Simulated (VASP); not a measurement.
Runs of VASP 6.6.1 on Al. The structure is that of space group Fd-3m (No. 227), or close to it. The cells are those of the table. This isn't the form of Al at room conditions, which is fcc.

```csv
cell,k mesh,gap on the mesh (eV),pressure (GPa)
"a = 4.216 Å, angles 60.0°, 2 atoms",31 × 31 × 31,none,1.7
"a = 4.303 Å, angles 60.0°, 2 atoms",16 × 16 × 16,none,(a)
"a = 4.358 Å, angles 60.0°, 2 atoms",31 × 31 × 31,none,-1.9
"a = 4.274 Å, angles 60.0°, 2 atoms",16 × 16 × 16,none,0.0
"a = 4.358 Å, angles 60.0°, 2 atoms",16 × 16 × 16,none,-1.9
"a = 4.330 Å, angles 60.0°, 2 atoms",31 × 31 × 31,none,-1.3
"a = 4.330 Å, angles 60.0°, 2 atoms",16 × 16 × 16,none,-1.3
"a = 4.187 Å, angles 60.0°, 2 atoms",31 × 31 × 31,none,2.7
```

Alike in all rows: task single point; level PBE; potentials or basis VASP PAW PBE potentials, release 64 (Al); no spin polarisation; cutoff (eV) 500; smearing fermi-dirac 0.0612256 eV.

**Question.** Estimate the missing entries.

**Answer.** (a) -0.7.

A gap of «none» marks levels without a gap at the run's occupations.
